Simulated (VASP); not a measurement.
# BiSb2O2 (P4/mmm) in VASP: further runs

The runs below take BiSb2O2 through single point, with PBE.

All numbers are computed with VASP 6.6.1; they aren't measurements. Logs are shortened: lines on timing, memory, paths and dates and some standing lists are left out, and cuts for length are marked.

**1. The cell of the first run**

Symmetry: P4/mmm, No. 123, tetragonal system. The conventional cell has a = 4.179 Å, b = 4.179 Å, c = 6.483 Å, α = 90.00°, β = 90.00°, γ = 90.00°. Within 4.2 Å of Sb (site symmetry 4/mmm) lie 8 O at 3.20 Å and 2 Bi at 3.24 Å and 4 Sb at 4.18 Å. Within 2.7 Å of Sb (site symmetry 4/mmm) lie 2 O at 2.00 Å. Within 3.9 Å of Bi (site symmetry 4/mmm) lie 6 Sb at 2.95 to 3.24 Å and 8 O at 3.57 Å. O (site symmetry 4mm) has 1 Sb at 2.00 Å and 1 O at 2.47 Å within 2.7 Å.

The cell was generated, and may not be a known phase.

**2. Single point, PBE**

Input file INCAR:

```
SYSTEM = BiSb2O2
PREC = Accurate
ENCUT = 520
EDIFF = 1E-7
ISMEAR = 0
SIGMA = 0.1
LREAL = .FALSE.
LASPH = .TRUE.
NELM = 100
ALGO = Normal
ISIF = 2
LWAVE = .FALSE.
LCHARG = .FALSE.
GGA = PE
NBANDS = 26
```

Input file KPOINTS:

```
Automatic mesh
0
G
  4 4 4
  0 0 0
```

Input file POSCAR:

```
BiSb2O2
1.0
    4.1786143478      0.0000000000      0.0000000000
    0.0000000000      4.1786143478      0.0000000000
    0.0000000000      0.0000000000      6.4825746670
Sb Bi O
2 1 2
Direct
    0.5000000000      0.5000000000      0.5000000000
    0.0000000000      0.0000000000      0.0000000000
    0.5000000000      0.5000000000      0.0000000000
    0.0000000000      0.0000000000      0.6908520439
    0.0000000000      0.0000000000      0.3091479561
```

Potentials or basis: VASP PAW PBE potentials, release 64 (Sb, Bi_d, O).

Started as:

```bash
cat potpaw_PBE.64/Sb/POTCAR potpaw_PBE.64/Bi_d/POTCAR potpaw_PBE.64/O/POTCAR > POTCAR
mpirun -np 1 vasp_std > vasp.out
```

OUTCAR:

```text
SYSTEM = BiSb2O2
   PREC = Accurate
   ENCUT = 520
   EDIFF = 1E-7
   ISMEAR = 0
   LREAL = .FALSE.
   LASPH = .TRUE.
   NELM = 100
   ISIF = 2
   GGA = PE

 ion  position               nearest neighbor table
   1  0.500  0.500  0.500-   3 3.24   3 3.24
   2  0.000  0.000  0.000-   4 2.00   5 2.00   3 2.95   3 2.95   3 2.95   3 2.95
   3  0.500  0.500  0.000-   2 2.95   2 2.95   2 2.95   2 2.95   1 3.24   1 3.24
   4  0.000  0.000  0.691-   2 2.00
   5  0.000  0.000  0.309-   2 2.00

  LATTYP: Found a simple tetragonal cell.
 ALAT       =     4.1786143478
 C/A-ratio  =     1.5513694559

  Lattice vectors:

 A1 = (   4.1786143478,   0.0000000000,   0.0000000000)
 A2 = (   0.0000000000,   4.1786143478,   0.0000000000)
 A3 = (   0.0000000000,   0.0000000000,   6.4825746670)

Analysis of symmetry for initial positions (statically):
=====================================================================
 Subroutine PRICEL returns:
 Original cell was already a primitive cell.

 Routine SETGRP: Setting up the symmetry group for a
 simple tetragonal supercell.

 Subroutine GETGRP returns: Found 16 space group operations
 (whereof 16 operations were pure point group operations)
 out of a pool of 16 trial point group operations.

The static configuration has the point symmetry D_4h.

Analysis of symmetry for dynamics (positions and initial velocities):
=====================================================================
 Subroutine PRICEL returns:
 Original cell was already a primitive cell.

 Routine SETGRP: Setting up the symmetry group for a
 simple tetragonal supercell.

 Subroutine GETGRP returns: Found 16 space group operations
 (whereof 16 operations were pure point group operations)
 out of a pool of 16 trial point group operations.

The dynamic configuration has the point symmetry D_4h.

 Subroutine INISYM returns: Found 16 space group operations
 (whereof 16 operations are pure point group operations),
 and found     1 'primitive' translations

----------------------------------------------------------------------------------------

                                     Primitive cell

  volume of cell :     113.1911

  direct lattice vectors                    reciprocal lattice vectors
     4.178614348  0.000000000  0.000000000     0.239313781  0.000000000  0.000000000
     0.000000000  4.178614348  0.000000000     0.000000000  0.239313781  0.000000000
     0.000000000  0.000000000  6.482574667     0.000000000  0.000000000  0.154259696

  length of vectors
     4.178614348  4.178614348  6.482574667     0.239313781  0.239313781  0.154259696

  position of ions in fractional coordinates (direct lattice)
     0.500000000  0.500000000  0.500000000
     0.000000000  0.000000000  0.000000000
     0.500000000  0.500000000  0.000000000
     0.000000000  0.000000000  0.690852044
     0.000000000  0.000000000  0.309147956

  ion indices of the primitive-cell ions
   primitive index   ion index
                 1           1
                 2           2
                 3           3
                 4           4
                 5           5

----------------------------------------------------------------------------------------

 KPOINTS: Automatic mesh

Automatic generation of k-mesh.
 Grid dimensions read from file:
 generate k-points for:    4    4    4

 Generating k-lattice:

  Cartesian coordinates                     Fractional coordinates (reciprocal lattice)
     0.059828445  0.000000000  0.000000000     0.250000000  0.000000000  0.000000000
     0.000000000  0.059828445  0.000000000     0.000000000  0.250000000  0.000000000
     0.000000000  0.000000000  0.038564924     0.000000000  0.000000000  0.250000000

  Length of vectors
     0.059828445  0.059828445  0.038564924

  Shift w.r.t. Gamma in fractional coordinates (k-lattice)
     0.000000000  0.000000000  0.000000000

 Subroutine IBZKPT returns following result:
 ===========================================

 Found     18 irreducible k-points:

 Following reciprocal coordinates:
            Coordinates               Weight
  0.000000  0.000000  0.000000      1.000000
  0.250000  0.000000  0.000000      4.000000
  0.500000  0.000000  0.000000      2.000000
  0.250000  0.250000  0.000000      4.000000
  0.500000  0.250000  0.000000      4.000000
  0.500000  0.500000  0.000000      1.000000
[... 10 lines left out ...]
  0.500000  0.250000  0.500000      4.000000
  0.500000  0.500000  0.500000      1.000000
   k-points           NKPTS =     18   k-points in BZ     NKDIM =     18   number of bands    NBANDS=     26
   number of dos      NEDOS =    301   number of ions     NIONS =      5
   total plane-waves  NPLWV =  49152
   dimension x,y,z NGX =    32 NGY =   32 NGZ =   48
   dimension x,y,z NGXF=    64 NGYF=   64 NGZF=   96
   ions per type =               2   1   2
   NGX,Y,Z   is equivalent  to a cutoff of  12.73, 12.73, 12.31 a.u.
[... 37 lines left out ...]
   LHFCALC =     F    Hartree Fock is set to
   AEXX    =    0.0000 exact exchange contribution
   IVDW    =     0    specifies the selected vdW correction
   LEPSILON=     F    determine dielectric tensor
   LRPA    =     F    only Hartree local field effects (RPA)
 non-spin polarized calculation
 Gauss-broadening in eV      SIGMA  =   0.10
  energy-cutoff  :      520.00
  volume of cell :      113.19
 maximum number of plane-waves:      3068
 NGX is ok and might be reduce to    32
   NGX = 15   NGY = 15   NGZ = 25

 number of electron      37.0000003 magnetization

 Free energy of the ion-electron system (eV)
  ---------------------------------------------------
  ext. energy  EPLUGINS =         0.00000000
  ---------------------------------------------------
  free energy    TOTEN  =       -21.13328994 eV

  energy without entropy =      -21.11822019  energy(sigma->0) =      -21.12575506

 E-fermi :   5.7187     XC(G=0):  -9.6867

 val. band max:        5.6844724842   @ k =   0.0000   0.0000   0.2500
 cond. band min:       5.7465488826   @ k =   0.5000   0.0000   0.5000
 fundamental gap:      0.0620763984
 Fermi energy:         5.7187275712

 k-point     1 :       0.0000    0.0000    0.0000
  band No.  band energies     occupation
      1     -17.0995      2.00000
      2     -17.0553      2.00000
      3     -17.0437      2.00000
      4     -17.0437      2.00000
      5     -17.0387      2.00000
      6     -12.0326      2.00000
[... 18 lines left out ...]
     25      11.5746      0.00000
     26      12.5124      0.00000

 k-point     2 :       0.2500    0.0000    0.0000
  band No.  band energies     occupation
      1     -17.0936      2.00000
      2     -17.0666      2.00000
      3     -17.0478      2.00000
      4     -17.0435      2.00000
      5     -17.0289      2.00000
      6     -11.9792      2.00000
[... 18 lines left out ...]
     25      11.0220      0.00000
     26      11.0380      0.00000

 k-point     3 :       0.5000    0.0000    0.0000
  band No.  band energies     occupation
      1     -17.0890      2.00000
      2     -17.0778      2.00000
      3     -17.0519      2.00000
      4     -17.0434      2.00000
      5     -17.0178      2.00000
      6     -11.9243      2.00000
[... 18 lines left out ...]
     25       9.9722      0.00000
     26      13.5294      0.00000

 k-point     4 :       0.2500    0.2500    0.0000
  band No.  band energies     occupation
      1     -17.0864      2.00000
      2     -17.0783      2.00000
      3     -17.0476      2.00000
      4     -17.0466      2.00000
      5     -17.0196      2.00000
      6     -11.9336      2.00000
[... 18 lines left out ...]
     25      12.0221      0.00000
     26      12.1563      0.00000
[... 322 lines left out ...]
      1     -17.0865      2.00000
      2     -17.0783      2.00000
      3     -17.0478      2.00000
      4     -17.0467      2.00000
      5     -17.0196      2.00000
      6     -11.7873      2.00000
[... 18 lines left out ...]
     25      11.7694      0.00000
     26      12.7438      0.00000

 k-point    17 :       0.5000    0.2500    0.5000
  band No.  band energies     occupation
      1     -17.0900      2.00000
      2     -17.0807      2.00000
      3     -17.0509      2.00000
      4     -17.0466      2.00000
      5     -17.0091      2.00000
      6     -11.7672      2.00000
[... 18 lines left out ...]
     25      11.1447      0.00000
     26      13.4148      0.00000

 k-point    18 :       0.5000    0.5000    0.5000
  band No.  band energies     occupation
      1     -17.1022      2.00000
      2     -17.0737      2.00000
      3     -17.0497      2.00000
      4     -17.0497      2.00000
      5     -16.9989      2.00000
      6     -11.7531      2.00000
[... 18 lines left out ...]
     25      12.3592      0.00000
     26      12.8673      0.00000

------------------------ aborting loop because EDIFF is reached ----------------------------------------

  FORCE on cell =-STRESS in cart. coord.  units (eV):
  Direction    XX          YY          ZZ          XY          YZ          ZX
  --------------------------------------------------------------------------------------
  -------------------------------------------------------------------------------------
  Total       -0.1030671     -0.1030671     -0.1120067      0.0000000      0.0000000      0.0000000
  in kB       -1.4588766     -1.4588766     -1.5854133      0.0000000      0.0000000      0.0000000
  external PRESSURE =      -1.5010555 kB  Pullay stress =       0.0000000 kB

 VOLUME and BASIS-vectors are now :
 -----------------------------------------------------------------------------
  energy-cutoff  :      520.00
  volume of cell :      113.19
      direct lattice vectors                 reciprocal lattice vectors
     4.178614348  0.000000000  0.000000000     0.239313781  0.000000000  0.000000000
     0.000000000  4.178614348  0.000000000     0.000000000  0.239313781  0.000000000
     0.000000000  0.000000000  6.482574667     0.000000000  0.000000000  0.154259696

 POSITION                                       TOTAL-FORCE (eV/Angst)
 -----------------------------------------------------------------------------------
      2.08931      2.08931      3.24129        -0.000000      0.000000      0.000000
      0.00000      0.00000      0.00000        -0.000000      0.000000      0.000000
      2.08931      2.08931      0.00000        -0.000000      0.000000      0.000000
      0.00000      0.00000      4.47850         0.000000      0.000000     -0.041003
      0.00000      0.00000      2.00407        -0.000000     -0.000000      0.041003
 -----------------------------------------------------------------------------------
    total drift:                                0.000000     -0.000000     -0.000000

  FREE ENERGIE OF THE ION-ELECTRON SYSTEM (eV)
  ---------------------------------------------------
  free  energy   TOTEN  =       -21.1332899433 eV

  energy  without entropy=      -21.1182201866  energy(sigma->0) =      -21.12575506
```

Run time: 49 s. Hardware: 1 thread of AMD EPYC 7R13 (Zen 3), shared host; peak memory 0.2 GiB.

What came out:

```yaml
Free_energy: -21.1333 eV
Pressure: -0.2 GPa
Largest_force: 0.041 eV/Å
Band_gap_on_the_k_mesh: zero (an odd number of electrons rules out a gap without spin polarisation)
```

Forces in eV/Å, atoms in the order of the input:
```
Sb   0.000  0.000  0.000
Sb   0.000  0.000  0.000
Bi   0.000  0.000  0.000
O    0.000  0.000 -0.041
O    0.000  0.000  0.041
```

Levels at points of the mesh, in eV from the Fermi level:
| k point | band 17 | band 18 | band 19 | band 20 | band 21 | band 22 |
| --- | --- | --- | --- | --- | --- | --- |
| (0.00, 0.00, 0.00) | -1.16 | -1.16 | -0.87 | 1.46 | 1.46 | 3.31 |
| (0.50, 0.00, 0.00) | -0.86 | -0.33 | -0.11 | 1.06 | 1.38 | 1.55 |
| (0.50, 0.50, 0.00) | -2.33 | -2.33 | -1.24 | 0.75 | 0.75 | 4.80 |
| (0.00, 0.00, 0.50) | -0.69 | -0.32 | -0.21 | 0.65 | 1.62 | 1.62 |
| (0.50, 0.00, 0.50) | -1.04 | -0.37 | 0.03 | 0.14 | 0.95 | 1.26 |
| (0.50, 0.50, 0.50) | -1.34 | 0.14 | 0.38 | 0.43 | 0.83 | 0.83 |

Caveat: the k points lie up to 0.38 Å⁻¹ apart, too coarse for converged energies and pressures of a metal; spin-orbit coupling is left out, which moves the levels of the heavy elements; an odd number of electrons without spin polarisation forces a metal; a magnetic or distorted state may lie lower.

**3. Single point, PBE**

This run uses another cell than the first one, of 25.85 Å³/atom.

Input file INCAR:

```
SYSTEM = BiSb2O2
PREC     = Accurate       ! precision mode
ENCUT    = 520            ! plane-wave cutoff, eV
EDIFF    = 1E-6           ! SCF threshold, eV
ISMEAR   = 0              ! smearing method
SIGMA    = 0.1            ! smearing width, eV
LREAL    = .FALSE.        ! projectors in reciprocal space
LASPH    = .TRUE.         ! aspherical terms in the spheres
NELM     = 60             ! most SCF steps
ALGO     = Normal         ! electronic algorithm
ISIF     = 2              ! what is computed and relaxed
LWAVE    = .FALSE.        ! write WAVECAR
LCHARG   = .TRUE.         ! write CHGCAR
GGA      = PE             ! functional
LELF     = .TRUE.         ! ELF
LVHAR    = .TRUE.       
NBANDS   = 26             ! bands
```

KPOINTS is that of step 2.

Input file POSCAR:

```
BiSb2O2
1.0
    4.1656907300      0.0000000000      0.0000000000
    0.0000000000      4.1656907300      0.0000000000
    0.0000000000      0.0000000000      7.4495367900
Sb Bi O
2 1 2
Direct
    0.5000000000      0.5000000000      0.5000000000
    0.0000000000      0.0000000000      0.0000000000
    0.5000000000      0.5000000000      0.0000000000
    0.0000000000      0.0000000000      0.7898384100
    0.0000000000      0.0000000000      0.2101615900
```

Potentials or basis: VASP PAW PBE potentials, release 64 (Sb, Bi_d, O).

Started as:

```bash
cat potpaw_PBE.64/Sb/POTCAR potpaw_PBE.64/Bi_d/POTCAR potpaw_PBE.64/O/POTCAR > POTCAR
mpirun -np 1 vasp_std > vasp.out
```

It took 46 s on 1 thread of AMD EPYC 7R13 (Zen 3), shared host; peak memory 0.22 GiB.

Results (log left out):

| Quantity | Value |
| --- | --- |
| Free energy | -14.1319 eV |
| Pressure | 30.4 GPa |
| Largest force | 21.721 eV/Å |
| Band gap on the k mesh | zero (an odd number of electrons rules out a gap without spin polarisation) |

Forces in eV/Å, atoms in the order of the input:
```
Sb    0.000   0.000   0.000
Sb    0.000   0.000   0.000
Bi    0.000   0.000   0.000
O     0.000   0.000 -21.721
O     0.000   0.000  21.721
```

Stress tensor (GPa, compression positive):
```
 6.69  0.00  0.00
 0.00  6.69  0.00
 0.00  0.00 77.75
```

Levels at points of the mesh, in eV from the Fermi level:
```csv
k point,band 14,band 15,band 16,band 17,band 18,band 19,band 20,band 21,band 22,band 23
"(0.00, 0.00, 0.00)",-2.81,-2.81,-2.28,-0.19,-0.19,1.20,1.20,2.09,2.57,3.52
"(0.50, 0.00, 0.00)",-3.87,-2.78,-2.40,-0.71,-0.52,0.15,1.61,2.50,2.53,2.79
"(0.50, 0.50, 0.00)",-3.15,-3.15,-1.60,-1.60,-1.51,-0.62,-0.62,2.04,2.84,6.52
"(0.00, 0.00, 0.50)",-2.86,-2.86,-0.78,-0.30,-0.18,-0.18,1.26,1.26,2.78,3.57
"(0.50, 0.00, 0.50)",-3.39,-2.79,-1.83,-1.06,-0.25,0.22,0.64,1.47,2.80,2.83
"(0.50, 0.50, 0.50)",-3.33,-3.33,-1.38,-1.38,-0.60,-0.60,0.22,0.26,2.31,6.14
```

Caveat: the k points lie up to 0.38 Å⁻¹ apart, too coarse for converged energies and pressures of a metal; spin-orbit coupling is left out, which moves the levels of the heavy elements; an odd number of electrons without spin polarisation forces a metal; a magnetic or distorted state may lie lower.

**4. Single point, PBE**

This run uses another cell than the first one, of 22.53 Å³/atom.

Input file INCAR:

```
SYSTEM = BiSb2O2
ALGO = Normal
EDIFF = 1E-6
ENCUT = 520
GGA = PE
ISIF = 2
ISMEAR = 0
LASPH = .True.
LCHARG = .False.
LREAL = .False.
LWAVE = .False.
NBANDS = 26
NELM = 80
PREC = Accurate
SIGMA = 0.1
```

Input file KPOINTS:

```
k-points
0
Gamma
  10 10 6
  0 0 0
```

Input file POSCAR:

```
BiSb2O2
1.0
    4.1718673398      0.0000000000      0.0000000000
    0.0000000000      4.1718673398      0.0000000000
    0.0000000000      0.0000000000      6.4713665544
Sb Bi O
2 1 2
Direct
    0.5000000000      0.5000000000      0.5000000000
    0.0000000000      0.0000000000      0.0000000000
    0.5000000000      0.5000000000      0.0000000000
    0.0000000000      0.0000000000      0.6912459637
    0.0000000000      0.0000000000      0.3087540363
```

Started as:

```bash
cat potpaw_PBE.64/Sb/POTCAR potpaw_PBE.64/Bi_d/POTCAR potpaw_PBE.64/O/POTCAR > POTCAR
mpirun -np 1 vasp_std > vasp.out
```

It took 3.1 min on 1 thread of AMD EPYC 7R13 (Zen 3), shared host; peak memory 0.35 GiB.

The run converged. Its results:

* Free energy: -21.2508 eV
* Pressure: 0.0 GPa
* Largest force: 0.089 eV/Å
* Band gap on the k mesh: zero (an odd number of electrons rules out a gap without spin polarisation)

Forces on the atoms (eV/Å):
```
Sb   0.000  0.000  0.000
Sb   0.000  0.000  0.000
Bi   0.000  0.000  0.000
O    0.000  0.000 -0.089
O    0.000  0.000  0.089
```

Stress tensor (GPa, compression positive):
```
-0.16  0.00  0.00
 0.00 -0.16  0.00
 0.00  0.00  0.22
```

Levels at points of the mesh, in eV from the Fermi level:
```tsv
k point	band 17	band 18	band 19	band 20	band 21	band 22
(0.00, 0.00, 0.00)	-1.15	-1.15	-0.84	1.49	1.49	3.31
(0.50, 0.00, 0.00)	-0.85	-0.33	-0.09	1.07	1.41	1.58
(0.50, 0.50, 0.00)	-2.32	-2.32	-1.22	0.78	0.78	4.85
(0.00, 0.00, 0.50)	-0.67	-0.30	-0.19	0.68	1.65	1.65
(0.50, 0.00, 0.50)	-1.03	-0.37	0.03	0.16	0.97	1.28
(0.50, 0.50, 0.50)	-1.33	0.15	0.41	0.45	0.85	0.85
```

Caveat: spin-orbit coupling is left out, which moves the levels of the heavy elements; an odd number of electrons without spin polarisation forces a metal; a magnetic or distorted state may lie lower.

**5. Overview**

| cell | k mesh | gap on the mesh (eV) | pressure (GPa) | largest force (eV/Å) |
| --- | --- | --- | --- | --- |
| a = 4.179, b = 4.179, c = 6.483 Å, 5 atoms, atomic positions A | 4 × 4 × 4 | none | -0.2 | 0.04 |
| a = 4.166, b = 4.166, c = 7.450 Å, 5 atoms, atomic positions B | 4 × 4 × 4 | none | 30.4 | 21.72 |
| a = 4.172, b = 4.172, c = 6.471 Å, 5 atoms, atomic positions C | 10 × 10 × 6 | none | 0.0 | 0.09 |

Alike in all rows: task single point; level PBE; potentials or basis VASP PAW PBE potentials, release 64 (Sb, Bi_d, O); no spin polarisation; cutoff (eV) 520; smearing gaussian 0.1 eV.

Caveats: some runs use coarse meshes; spin-orbit coupling is left out, which moves the levels of the heavy elements; an odd number of electrons without spin polarisation forces a metal; a magnetic or distorted state may lie lower.

Absolute energies hang on the potentials; compare differences alone.

The gap in the log of VASP goes by the Fermi energy; the results here count the filled bands.